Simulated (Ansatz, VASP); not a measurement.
## Two plane-wave programs on TiCo

```
Ti Co
1.0
    -2.98559    0.00000    0.00000
     0.00000    2.98559    2.98559
     0.00000    2.98559   -2.98559
Ti Co
2 2
Direct
  0.00000 0.00000 0.00000
  0.00000 0.50000 0.50000
  0.50000 0.50000 0.00000
  0.50000 0.00000 0.50000
```

Alike in both runs: task single point; functional PBE; k mesh 12 × 8 × 8; occupations gaussian, width 0.15 eV; collinear spin.

|  | VASP | Ansatz |
| --- | --- | --- |
| version | VASP 6.6.1 | Ansatz 0.2.0 |
| potentials or method | VASP PAW PBE potentials, release 64 (Ti_sv, Co), cutoff 520 eV | scalar-relativistic, plane waves, PAW |
| valence electrons in the cell | 42 | 58 |

```tsv
	VASP	Ansatz	Ansatz less VASP
gap on the k mesh at the Fermi level (eV)	none	none	-
pressure (GPa)	-0.6	-0.1	+0.53
traceless stress, the component that is largest in VASP (GPa)	-0.24	-0.23	+0.015
net moment per atom (μB)	0.42	0.43	+0.009
size of the moment on the site where the two differ most (μB)	0.93	0.97	+0.040
```

Site moments also hang on the region over which each program counts them. A gap of «none» marks a metal or a gap that the smearing closes. The functional is the same, so the differences come from potentials, cutoffs and numerics. VASP's potentials hold 42 valence electrons a cell and Ansatz's 58, so a difference there can come from the potentials and not from the codes.
